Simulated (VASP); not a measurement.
Nb3H, 4 atoms in the cell. The cell holds a slab with vacuum, 4 atoms: a = 2.927 Å, b = 2.927 Å, c = 21.196 Å, α = 90.00°, β = 90.00°, γ = 90.00°. 

| Quantity | Value |
| --- | --- |
| Program | VASP 6.6.1 |
| Task | single point |
| Functional | LDA |
| Potentials or basis | VASP PAW LDA potentials, release 64 (Nb_sv, H) |
| Cutoff | 520 eV |
| k mesh | 9 × 9 × 1 |
| Occupations | gaussian, width 0.1 eV |
| Spin | collinear spin, ferromagnetic start |
| Starting moments | [0.0, 0.0, 0.0, 1.0] μB |
| Dipole correction | yes |
| Further INCAR settings | ALGO = Normal; EDIFF = 1e-06; NBANDS = 32 |

Potentials or basis: VASP PAW LDA potentials, release 64 (Nb_sv, H).

Run with:

```sh
$ cat potpaw_LDA.64/Nb_sv/POTCAR potpaw_LDA.64/H/POTCAR > POTCAR
$ mpirun -np 1 vasp_std > vasp.out
```

Hardware: 1 thread of Intel(R) Xeon(R) 6975P-C (Granite Rapids) (shared host).

Question: Estimate the wall time of this run.

Answer: It took 3 min on 1 thread of Intel(R) Xeon(R) 6975P-C (Granite Rapids), with other jobs on the host, peak memory 0.37 GiB. Counts: scf iterations 27, k points 25.
